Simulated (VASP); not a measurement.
# ZnS: single point with r2SCAN

The system is ZnS.

```
CELL_PARAMETERS angstrom
0.00000 2.60303 2.60303
2.60303 0.00000 2.60303
2.60303 2.60303 0.00000
ATOMIC_POSITIONS crystal
Zn 0.00000 0.00000 0.00000
S 0.25000 0.25000 0.25000
```

This cell differs from its parent crystal: strain -3.4%.

| Quantity | Value |
| --- | --- |
| Program | VASP 6.6.1 |
| Task | single point |
| Functional | r2SCAN |
| Potentials or basis | VASP PAW PBE potentials, release 64 (Zn, S) |
| Cutoff | 520 eV |
| k mesh | 8 × 8 × 8 |
| Occupations | gaussian, width 0.01 eV |
| Spin | no spin polarisation |
| Dipole correction | no |
| Further INCAR settings | ALGO = Normal; EDIFF = 1e-06; NBANDS = 16 |

The pressure is 10.3 GPa and the band gap on the k mesh is 3.21 eV, direct.

Levels at points of the mesh, in eV from the valence-band top:
```tsv
k point	band 5	band 6	band 7	band 8	band 9	band 10	band 11	band 12	band 13	band 14
(0.00, 0.00, 0.00)	-6.33	-6.33	0.00	0.00	0.00	3.21	6.78	6.78	6.78	12.41
(0.50, 0.00, 0.00)	-6.29	-6.27	-6.04	-1.07	-1.07	4.03	7.29	7.29	9.83	13.51
(0.50, 0.50, 0.00)	-6.22	-6.07	-5.08	-2.73	-2.73	3.46	4.41	12.70	13.61	13.61
```

It took 60 s on 1 thread of Intel(R) Xeon(R) Platinum 8259CL CPU @ 2.50GHz (Skylake/Cascade Lake), on a shared host, peak memory 0.17 GiB.

Caveat: the cell differs from its parent crystal (strain -3.4%); the PAW data sets were made with another functional, which shifts forces and pressure a little. A k mesh can miss the band edges.
